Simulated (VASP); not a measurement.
Input of a VASP 6.6.1 run:

File INCAR:

```
PREC = Accurate
ENCUT = 520
EDIFF = 1E-7
ISMEAR = 0
SIGMA = 0.15
LREAL = Auto
LASPH = True
NELM = 60
ALGO = Normal
ISIF = 2
LWAVE = False
LCHARG = False
GGA = CA
NBANDS = 72
```

The input KPOINTS:

```
regular mesh
0
Gamma
  2 2 2
```

Contents of POSCAR:

```
Al32C
1.0
    8.1000000000      0.0000000000      0.0000000000
    0.0000000000      8.1000000000      0.0000000000
    0.0000000000      0.0000000000      8.1000000000
Al C
32 1
Direct
    0.4962143416     -0.0037096733     -0.0020894870
    0.7534560731      0.2535392179     -0.0020925391
    0.7637845146     -0.0140393366      0.2360163938
    0.0042540980      0.0008535446     -0.0044279747
    0.2454678872      0.2489713198     -0.0044091256
    0.5007697851      0.5042960938     -0.0044001633
    0.7488863533      0.7455220186     -0.0044295194
    0.2477549536     -0.0037045540      0.2463455777
    0.4859233912      0.2637933536      0.2360831724
    0.7534545253      0.5019590989      0.2463395378
    0.4859603283     -0.0139348899      0.5138017976
    0.7638654024      0.2639434883      0.5139922655
    0.7534557662     -0.0037089065      0.7520223086
    0.0023178146      0.5023930779     -0.0025034935
    0.2473867217      0.7474559032     -0.0024990937
    0.0018702851      0.2535416569      0.2463365718
    0.2454722233      0.5043023989      0.2509072854
    0.4962163997      0.7478488297      0.2463427647
    0.0018725300     -0.0037145409      0.5035971031
    0.2477455205      0.2535385154      0.5035895412
    0.4962124112      0.5019624760      0.5035961381
    0.7534571040      0.7478415250      0.5035906318
    0.2454910164      0.0008565207      0.7543304069
    0.4962146947      0.2535414127      0.7520230200
    0.7488846880      0.5043482948      0.7543949711
    0.0042541090      0.7455246577      0.2509067382
    0.0042800383      0.5043497385      0.4990189649
    0.2454840114      0.7455585237      0.4990237101
    0.0042786497      0.2489673161      0.7543947987
    0.2473806844      0.5023925540      0.7524396330
    0.5007730266      0.7455716614      0.7543234853
    0.0023184289      0.7474494708      0.7524410686
    0.6250328524      0.1250111221      0.3749995001
```

Potentials or basis: VASP PAW LDA potentials, release 64 (Al, C).

Run with:

```sh
$ cat potpaw_LDA.64/Al/POTCAR potpaw_LDA.64/C/POTCAR > POTCAR
$ mpirun -np 1 vasp_std > vasp.out
```

What does it give for the largest force?

0.036 eV/Å.

Predict the band gap on the k mesh.

zero (bands 50 and 51 overlap by 0.85 eV).

What does it give for the pressure?

-2.2 GPa.

Forces on the atoms (eV/Å):
```
Al   0.000  0.000  0.003
Al   0.000  0.000  0.004
Al   0.020 -0.021 -0.020
Al  -0.001 -0.002  0.000
Al   0.001  0.002  0.002
Al  -0.002 -0.001  0.000
Al   0.002  0.002  0.002
Al   0.005  0.000  0.000
Al  -0.021  0.020 -0.020
Al   0.000 -0.003  0.000
Al  -0.021 -0.020  0.020
Al   0.019  0.019  0.020
Al   0.000  0.000 -0.004
Al  -0.001 -0.002  0.002
Al   0.002  0.002  0.002
Al  -0.002  0.000  0.000
Al   0.000 -0.002 -0.002
Al   0.000  0.004  0.000
Al  -0.002  0.000  0.000
Al   0.005  0.000  0.000
Al   0.000 -0.002  0.000
Al   0.000  0.004  0.000
Al   0.000 -0.002 -0.001
Al   0.000  0.001 -0.003
Al   0.002 -0.002 -0.001
Al  -0.002  0.000 -0.002
Al  -0.002 -0.001  0.001
Al   0.001  0.001  0.002
Al  -0.002  0.002 -0.001
Al   0.002 -0.001 -0.002
Al  -0.002  0.000 -0.001
Al  -0.001  0.002 -0.002
C   -0.001 -0.001  0.000
```

Caveat: the k points lie up to 0.39 Å⁻¹ apart, too coarse for converged energies and pressures of a metal.
